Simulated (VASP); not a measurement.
Write the native input for VASP 6.6.1 that does the following.

| Property | Result |
| --- | --- |
| Task | relaxation of cell and atoms |
| Functional | PBEsol |
| Potentials or basis | VASP PAW PBE potentials, release 64 (Sn_d, Au, O) |
| Cutoff | 600 eV |
| k mesh | 6 × 6 × 4 |
| Occupations | fermi-dirac, width 0.03 eV |
| Spin | no spin polarisation |
| Dipole correction | no |
| Further INCAR settings | ALGO = Normal; EDIFF = 1e-07; IBRION = 2; EDIFFG = -0.01; NSW = 100; ISIF = 3 |

The structure of SnAu2O3 lies in POSCAR:

```
SnAu2O3
1.0
    3.5987888000      0.0000000000      0.0000000000
   -1.7993944000      3.1166425300      0.0000000000
    0.0000000000      0.0000000000      8.7458942000
Sn Au O
1 2 3
Direct
    0.3333333300      0.6666666700      0.6641085800
    0.0000000000      0.0000000000      0.9968616400
    0.6666666700      0.3333333300      0.3376419600
    0.0000000000      0.0000000000      0.2503703200
    0.6666666700      0.3333333300      0.5920876800
    0.3333333300      0.6666666700      0.9089298200
```

One way to write it, as run:

INCAR

```
PREC = Accurate ; ENCUT = 600
EDIFF = 1E-7 ; ISMEAR = -1
SIGMA = 0.03 ; LREAL = False
LASPH = True ; NELM = 80
ALGO = Normal ; ISIF = 3
LWAVE = False ; LCHARG = False
GGA = PS ; IBRION = 2
NSW = 100 ; EDIFFG = -0.01
```

KPOINTS

```
Automatic mesh
0
Gamma
  6 6 4
```

Potentials or basis: VASP PAW PBE potentials, release 64 (Sn_d, Au, O).

Launch:

```console
$ cat potpaw_PBE.64/Sn_d/POTCAR potpaw_PBE.64/Au/POTCAR potpaw_PBE.64/O/POTCAR > POTCAR
$ mpirun -np 1 vasp_std > vasp.out
```

It gave:

```yaml
Relaxed_volume: 13.48 Å³/atom
Relaxed_cell: a = 3.364 Å, b = 3.364 Å, c = 8.253 Å, α = 90.00°, β = 90.00°, γ = 120.00°
Space_group_after_relaxing_to_0.1_Å: P3m1 (No. 156)
Energy_gained_by_relaxing: 498.9 meV/atom
Ionic_steps: 61
Pressure_after_relaxing: 0.0 GPa
Largest_force_after_relaxing: 0.007 eV/Å
Band_gap_on_the_k_mesh: zero (bands 27 and 28 overlap by 0.22 eV)
```

Caveat: the volume moved by over 15 % at a fixed basis, so the end points are rough; the PAW data sets were made with another functional, which shifts forces and pressure a little; spin-orbit coupling is left out, which moves the levels of the heavy elements.

It took 72 min on 1 thread of Intel(R) Xeon(R) Platinum 8259CL CPU @ 2.50GHz (Skylake/Cascade Lake) (shared host), peak memory 0.33 GiB.
